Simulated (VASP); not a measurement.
# Be (P6_3/mmc) in VASP: a series of runs, part 2 of 2

VASP 6.6.1.

### Step 4. Single point, PBE

Contents of INCAR:

```
SYSTEM = Be
  PREC = Accurate
  ENCUT = 520
  EDIFF = 1E-6
  ISMEAR = -1
  SIGMA = 0.1
  LREAL = .FALSE.
  LASPH = .TRUE.
  NELM = 100
  ALGO = Normal
  ISIF = 2
  LWAVE = .FALSE.
  LCHARG = .FALSE.
  GGA = PE
  NBANDS = 9
```

Contents of KPOINTS:

```
Automatic mesh
0
G
  17 17 9
  0 0 0
```

Contents of POSCAR:

```
Be
1.0
    2.2656737714      0.0000000000      0.0000000000
   -1.1328368857      1.9621310427      0.0000000000
    0.0000000000      0.0000000000      3.5587036811
Be
2
Direct
    0.3333333333      0.6666666667      0.2500000000
    0.6666666667      0.3333333333      0.7500000000
```

Potentials or basis: VASP PAW PBE potentials, release 64 (Be).

The run is started by

```sh
> cat potpaw_PBE.64/Be/POTCAR > POTCAR
> mpirun -np 1 vasp_std > vasp.out
```

OUTCAR:

```text
SYSTEM = Be
   PREC = Accurate
   ENCUT = 520
   EDIFF = 1E-6
   ISMEAR = -1
   LREAL = .FALSE.
   LASPH = .TRUE.
   NELM = 100
   ISIF = 2
   GGA = PE

 ion  position               nearest neighbor table
   1  0.333  0.667  0.250-   2 2.21   2 2.21   2 2.21   2 2.21   2 2.21   2 2.21
   2  0.667  0.333  0.750-   1 2.21   1 2.21   1 2.21   1 2.21   1 2.21   1 2.21

  LATTYP: Found a hexagonal cell.
 ALAT       =     2.2656737714
 C/A-ratio  =     1.5707043644

  Lattice vectors:

 A1 = (   2.2656737714,   0.0000000000,   0.0000000000)
 A2 = (  -1.1328368857,   1.9621310427,   0.0000000000)
 A3 = (   0.0000000000,   0.0000000000,   3.5587036811)

Analysis of symmetry for initial positions (statically):
=====================================================================
 Subroutine PRICEL returns:
 Original cell was already a primitive cell.

 Routine SETGRP: Setting up the symmetry group for a
 hexagonal supercell.

 Subroutine GETGRP returns: Found 24 space group operations
 (whereof 12 operations were pure point group operations)
 out of a pool of 24 trial point group operations.

The static configuration has the point symmetry D_3d.
[... 169 lines left out ...]

 k-point     1 :       0.0000    0.0000    0.0000
  band No.  band energies     occupation
      1      -4.3276      2.00000
      2       2.6048      2.00000
      3       8.1741      0.00002
      4      22.9601      0.00000
      5      22.9601      0.00000
      6      25.8198      0.00000
      7      25.8198      0.00000
      8      27.9893      0.00000
      9      34.0854      0.00000
[... 265 lines left out ...]
 k-point    24 :       0.1765    0.1765    0.0000
  band No.  band energies     occupation
      1      -1.6351      2.00000
      2       6.0862      1.99978
      3       8.5217      0.00000
      4      13.2295      0.00000
      5      15.8715      0.00000
      6      21.6640      0.00000
      7      23.2643      0.00000
      8      23.7847      0.00000
      9      26.6785      0.00000

 [... further k-points ...]

------------------------ aborting loop because EDIFF is reached ----------------------------------------

  FORCE on cell =-STRESS in cart. coord.  units (eV):
  Direction    XX          YY          ZZ          XY          YZ          ZX
  --------------------------------------------------------------------------------------
  -------------------------------------------------------------------------------------
  Total        0.0301570      0.0301570     -0.0017955      0.0000000      0.0000000      0.0000000
  in kB        3.0540832      3.0540832     -0.1818396      0.0000000      0.0000000      0.0000000
  external PRESSURE =       1.9754423 kB  Pullay stress =       0.0000000 kB

 VOLUME and BASIS-vectors are now :
 -----------------------------------------------------------------------------
  energy-cutoff  :      520.00
  volume of cell :       15.82
      direct lattice vectors                 reciprocal lattice vectors
     2.265673771  0.000000000  0.000000000     0.441369809  0.254824978  0.000000000
    -1.132836886  1.962131043  0.000000000     0.000000000  0.509649956  0.000000000
     0.000000000  0.000000000  3.558703681     0.000000000  0.000000000  0.281001199

 POSITION                                       TOTAL-FORCE (eV/Angst)
 -----------------------------------------------------------------------------------
     -0.00000      1.30809      0.88968        -0.000000     -0.000000      0.000000
      1.13284      0.65404      2.66903         0.000000      0.000000      0.000000
 -----------------------------------------------------------------------------------
    total drift:                                0.000000     -0.000000      0.000000

  FREE ENERGIE OF THE ION-ELECTRON SYSTEM (eV)
  ---------------------------------------------------
  free  energy   TOTEN  =        -7.5321830354 eV

  energy  without entropy=       -7.5261842987  energy(sigma->0) =       -7.52918367
```

OSZICAR:

```text
N       E                     dE             d eps       ncg     rms          rms(c)
DAV:   1    -0.280488752543E+01   -0.28049E+01   -0.18377E+03  2986   0.369E+02
DAV:   2    -0.753666135430E+01   -0.47318E+01   -0.45764E+01  4489   0.538E+01
DAV:   3    -0.759668118148E+01   -0.60020E-01   -0.59867E-01  3389   0.392E+00
DAV:   4    -0.759677340466E+01   -0.92223E-04   -0.92220E-04  3728   0.164E-01
DAV:   5    -0.759677345973E+01   -0.55074E-07   -0.55009E-07  3324   0.401E-03    0.122E+00
DAV:   6    -0.755062596784E+01    0.46147E-01   -0.60111E-03  3261   0.774E-01    0.745E-01
DAV:   7    -0.753220557701E+01    0.18420E-01   -0.65368E-03  3211   0.806E-01    0.277E-02
DAV:   8    -0.753218430158E+01    0.21275E-04   -0.15971E-05  3242   0.321E-02    0.950E-03
DAV:   9    -0.753218321518E+01    0.10864E-05   -0.27920E-06  3394   0.142E-02    0.105E-03
DAV:  10    -0.753218303544E+01    0.17974E-06   -0.46444E-09  1845   0.562E-04
   1 F= -.75321830E+01 E0= -.75291837E+01  d E =-.599874E-02
```

Wall time 30 s (1 thread of Intel Xeon 8259CL, shared host); peak memory 0.13 GiB.

Results:

| Item | Value |
| --- | --- |
| Free energy | -7.5322 eV |
| Pressure | 0.2 GPa |
| Band gap on the k mesh | zero (bands 2 and 3 overlap by 1.30 eV) |

Levels at points of the mesh, in eV from the Fermi level:
```
           k point  band 1  band 2  band 3  band 4  band 5  band 6  band 7
(0.00, 0.00, 0.00)  -11.32   -4.39    1.18   15.96   15.96   18.82   18.82
```

### Step 5. Single point, PBE

Contents of INCAR:

```
ALGO = Normal
EDIFF = 1E-7
ENCUT = 520
GGA = PE
ISIF = 2
ISMEAR = -1
LASPH = True
LCHARG = True
LELF = True
LREAL = False
LVHAR = True
LWAVE = False
NBANDS = 9
NELM = 100
PREC = Accurate
SIGMA = 0.1
```

Contents of KPOINTS:

```
k-points
0
Gamma
  23 23 13
```

POSCAR is that of step 4.

The run is started by

```sh
> cat potpaw_PBE.64/Be/POTCAR > POTCAR
> mpirun -np 1 vasp_std > vasp.out
```

Wall time 72 s (1 thread of Intel Xeon 8259CL, shared host); peak memory 0.16 GiB.

Results (log left out):

- Free energy: -7.5378 eV
- Pressure: 0.2 GPa
- Band gap on the k mesh: zero (bands 2 and 3 overlap by 1.40 eV)

Stress tensor (GPa, compression positive):
```
-0.02  0.00  0.00
 0.00 -0.02  0.00
 0.00  0.00  0.51
```

Levels at points of the mesh, in eV from the Fermi level:
```
           k point  band 1  band 2  band 3  band 4  band 5  band 6  band 7
(0.00, 0.00, 0.00)  -11.34   -4.40    1.16   15.95   15.95   18.81   18.81
```

### Step 6. Single point, PBE

Contents of INCAR:

```
PREC = Accurate
ENCUT = 520
EDIFF = 1E-6
ISMEAR = -1
SIGMA = 0.1
LREAL = False
LASPH = True
NELM = 60
ALGO = Normal
ISIF = 2
LWAVE = False
LCHARG = True
GGA = PE
LELF = True
LVHAR = True
NBANDS = 9
```

Contents of KPOINTS:

```
regular mesh
0
Gamma
  26 26 15
```

POSCAR is that of step 5.

Potentials or basis: VASP PAW PBE potentials, release 64 (Be).

The run is started by

```sh
> cat potpaw_PBE.64/Be/POTCAR > POTCAR
> mpirun -np 1 vasp_std > vasp.out
```

Wall time 95 s (1 thread of Intel Xeon 8259CL, shared host); peak memory 0.18 GiB.

It converged, with:

```yaml
Free_energy: -7.5377 eV
Pressure: 0.1 GPa
Band_gap_on_the_k_mesh: zero (bands 2 and 3 overlap by 1.70 eV)
```

Stress tensor (GPa, compression positive):
```
-0.25  0.00  0.00
 0.00 -0.25  0.00
 0.00  0.00  0.91
```

Levels at points of the mesh, in eV from the Fermi level:
```tsv
k point	band 1	band 2	band 3	band 4	band 5	band 6
(0.00, 0.00, 0.00)	-11.41	-4.48	1.09	15.88	15.88	18.74
(0.50, 0.00, 0.00)	-5.08	-3.20	3.58	6.44	6.72	9.31
```

### Step 7. Overview

```tsv
k mesh	smearing	gap on the mesh (eV)	pressure (GPa)
16 × 16 × 9	methfessel-paxton 1 eV	none	-0.2
16 × 16 × 9	methfessel-paxton 0.2 eV	none	0.1
17 × 17 × 9	fermi-dirac 0.1 eV	none	0.2
23 × 23 × 13	fermi-dirac 0.1 eV	none	0.2
26 × 26 × 15	fermi-dirac 0.1 eV	none	0.1
```

Alike in all rows: task single point; level PBE; potentials or basis VASP PAW PBE potentials, release 64 (Be); no spin polarisation; cell as given; cutoff (eV) 520.

Caveats: so wide a smearing shifts energies and pressures (at least some runs).

Total energies depend on the potentials used, so only differences within one code and one set of settings carry meaning.
